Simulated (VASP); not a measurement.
The system is Nb.

```xyz
2
Lattice="1.8112 1.0457 3.3587 -1.8112 1.0457 3.3587 0.0000 -2.0914 3.3587" Properties=species:S:1:pos:R:3 pbc="T T T"
Nb    0.0000    0.0000    2.2927
Nb    0.0000    0.0000    7.7833
```

- Program: VASP 6.6.1
- Task: relaxation of cell and atoms
- Functional: PBEsol
- Potentials or basis: VASP PAW PBE potentials, release 64 (Nb_sv)
- Cutoff: 500 eV
- k mesh: 6 × 6 × 6
- Occupations: gaussian, width 0.1 eV
- Spin: no spin polarisation

At the start: pressure 6.4 GPa; volume 19.08 Å³/atom.

Question: How do energy, volume and symmetry change on relaxing?

Answer: Over 17 steps the energy falls by 1199.8 meV/atom and the volume is 17.97 Å³/atom (-5.8 %); space group R-3m (No. 166, to 0.05 Å).

The path:
```tsv
step	energy change (eV)	largest force (eV/Å)	pressure (GPa)	volume (Å³)
1	0.0000	4.6574	6.38	38.17
2	-1.1736	0.0361	-14.37	42.50
3	-1.1853	0.3978	-13.49	42.16
4	-1.4422	3.9497	16.38	34.53
5	-1.6574	2.1526	0.39	37.28
6	-2.1860	1.8204	14.11	33.74
7	-2.2120	1.8390	11.26	34.21
8	-2.2786	0.1293	-11.77	38.98
9	-2.3773	0.4845	-3.34	36.74
10	-2.3776	0.5234	-2.91	36.64
11	-2.3977	0.0094	1.18	35.72
12	-2.3981	0.0729	0.61	35.83
13	-2.3989	0.0186	-0.40	36.03
14	-2.3989	0.0042	-0.24	36.00
15	-2.3992	0.0240	-0.01	35.94
16	-2.3994	0.0442	0.22	35.88
17	-2.3996	0.0316	-0.07	35.93
```

Final structure:
```
Nb
1.0
     1.57848    0.91133    4.16341
    -1.57848    0.91133    4.16341
     0.00000   -1.82267    4.16341
Nb
2
Direct
  0.24986 0.24986 0.24986
  0.75014 0.75014 0.75014
```

Caveat: the PAW data sets were made with another functional, which shifts forces and pressure a little.
